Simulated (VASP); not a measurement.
Input of a VASP 6.6.1 run:

INCAR

```
SYSTEM = Ru
PREC = Accurate
ENCUT = 500
EDIFF = 1E-6
ISMEAR = 0
SIGMA = 0.1
LREAL = .FALSE.
LASPH = .TRUE.
NELM = 120
ALGO = Normal
ISIF = 2
LWAVE = .FALSE.
LCHARG = .FALSE.
GGA = PS
NBANDS = 21
GGA_COMPAT = .FALSE.
```

The input KPOINTS:

```
Automatic mesh
0
G
  6 6 6
  0 0 0
```

The input POSCAR:

```
Ru
1.0
    0.0000000000      2.4923280394      2.4923280394
    2.4923280394      0.0000000000      2.4923280394
    2.4923280394      2.4923280394      0.0000000000
Ru
2
Direct
    0.5000000000      0.5000000000      0.5000000000
    0.7500000000      0.7500000000      0.7500000000
```

Potentials or basis: VASP PAW PBE potentials, release 64 (Ru_pv).

The run is started by

```console
$ cat potpaw_PBE.64/Ru_pv/POTCAR > POTCAR
$ mpirun -np 1 vasp_std > vasp.out
```

Q: Predict the pressure.

A: 75.6 GPa.

Q: Estimate the band gap on the k mesh.

A: Zero (band 14 reaches 11.24 eV, above the bottom of band 15 at 10.10 eV).

Caveat: the k points lie up to 0.36 Å⁻¹ apart; the PAW data sets were made with another functional, which shifts forces and pressure a little.
